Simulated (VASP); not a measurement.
A run of VASP 6.6.1 is set up as follows.

INCAR

```
SYSTEM = Li
PREC = Accurate
ENCUT = 520
EDIFF = 1E-7
ISMEAR = 0
SIGMA = 0.15
LREAL = .FALSE.
LASPH = .TRUE.
NELM = 60
ALGO = Fast
ISIF = 2
LWAVE = .FALSE.
LCHARG = .TRUE.
GGA = PS
LELF = .TRUE.
LVHAR = .TRUE.
NBANDS = 8
```

File KPOINTS:

```
regular mesh
0
G
  18 18 18
  0 0 0
```

File POSCAR:

```
Li
1.0
    0.0000000000      2.2020000000      2.3010900000
    2.2020000000      0.0000000000      2.3010900000
    2.2020000000      2.2020000000      0.0000000000
Li
1
Direct
    0.0000000000      0.0000000000      0.0000000000
```

Potentials or basis: VASP PAW PBE potentials, release 64 (Li_sv).

Run with:

```sh
$ cat potpaw_PBE.64/Li_sv/POTCAR > POTCAR
$ mpirun -np 1 vasp_std > vasp.out
```

Task: What does it give for the band gap on the k mesh?

Result: Zero (an odd number of electrons rules out a gap without spin polarisation).

Caveat: the cell differs from its parent crystal (strain +0.0450 x Voigt [0, 0, 1, 0, 0, 0]).
